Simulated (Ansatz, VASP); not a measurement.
## Two plane-wave programs on ZnS

Contents of INCAR:

```
SYSTEM = ZnS
ALGO = Normal ; EDIFF = 1E-6
ENCUT = 520 ; GGA = PE
ISIF = 2 ; ISMEAR = 0
LASPH = .True. ; LCHARG = .False.
LREAL = .False. ; LWAVE = .False.
NBANDS = 16 ; NELM = 80
PREC = Accurate ; SIGMA = 0.05
```

The input KPOINTS:

```
k-points
0
Gamma
  8 8 8
  0 0 0
```

The input POSCAR:

```
ZnS
1.0
    0.0340195498      2.7215639840      2.7215639840
    2.7555835338      0.0000000000      2.7555835338
    2.7215639840      2.7215639840      0.0340195498
Zn S
1 1
Direct
    0.0000000000      0.0000000000      0.0000000000
    0.7500000000      0.7500000000      0.7500000000
```

Input for Ansatz:

```yaml
crystal:
  lattice:
    - [0.0340195498, 2.721563984, 2.721563984]
    - [2.7555835338, 0.0, 2.7555835338]
    - [2.721563984, 2.721563984, 0.0340195498]
  atoms:
    - { symbol: Zn, position: [0.0, 0.0, 0.0] }
    - { symbol: S, position: [0.75, 0.75, 0.75] }
basis:
  ecutwfc: 420
kpoints:
  mp_grid: { grid: [8, 8, 8] }
hamiltonian:
  xc: pbe
scf:
  occupations: { method: gaussian, width: 0.05 }
output:
  forces: true
  stress: true
  eigenvalues: true
  write_density: true
  write_potential: true
  elf: true
  volumetric_format: npy
```

Change from the starting cell: strain +0.0250 x Voigt [0, 0, 0, 0, 1, 0], atoms carried along.

Alike in both runs: task single point; functional PBE; k mesh 8 × 8 × 8; occupations gaussian, width 0.05 eV; no spin polarisation.

|  | VASP | Ansatz |
| --- | --- | --- |
| version | VASP 6.6.1 | Ansatz 0.2.0 |
| potentials or method | VASP PAW PBE potentials, release 64 (Zn, S), cutoff 520 eV | scalar-relativistic, plane waves, PAW |
| valence electrons in the cell | 18 | 18 |

Ansatz gave:

```
gap on the k mesh at the Fermi level (eV)                     : 1.97
least direct gap on the mesh (eV)                             : 1.97
pressure (GPa)                                                : 0.1
traceless stress, the component that is largest in VASP (GPa) : -1.60
rms of the force components (eV/Å)                            : 0.071
```

Question: Which values does VASP return?

Answer: gap on the k mesh at the Fermi level (eV): 1.97; least direct gap on the mesh (eV): 1.97; pressure (GPa): 0.2; traceless stress, the component that is largest in VASP (GPa): -1.61; rms of the force components (eV/Å): 0.072.

Atom by atom the forces differ by 0.001 eV/Å (rms over components).
